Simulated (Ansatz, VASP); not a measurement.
## KF: VASP beside Ansatz

```
K F
1.0
     4.87651    0.00000    0.00000
     0.00000    4.87651    0.00000
     0.00000    0.00000    3.77503
K F
2 2
Direct
  0.00000 0.00000 0.00000
  0.50000 0.50000 0.00000
  0.00000 0.50000 0.75098
  0.50000 0.00000 0.24902
```

Alike in both runs: functional PBE; k mesh 3 × 3 × 3; occupations gaussian, width 0.15 eV; no spin polarisation.

Ansatz relaxed the structure, and its values are those at the end. VASP's run is a single point on that final structure, the one shown.

```csv
,VASP,Ansatz
version,VASP 6.6.1,Ansatz 0.2.0
potentials or method,"VASP PAW PBE potentials, release 64 (K_sv, F), cutoff 600 eV","scalar-relativistic, plane waves, PAW"
valence electrons in the cell,32,32
```

|  | VASP | Ansatz | Ansatz less VASP |
| --- | --- | --- | --- |
| gap on the k mesh at the Fermi level (eV) | 5.16 | 5.17 | +0.012 |
| least direct gap on the mesh (eV) | 5.25 | 5.26 | +0.012 |
| pressure (GPa) | -0.3 | -0.3 | +0.04 |
| rms of the force components (eV/Å) | 0.024 | 0.016 | -0.0076 |

The k mesh is coarse, so the values compare programs but aren't converged.
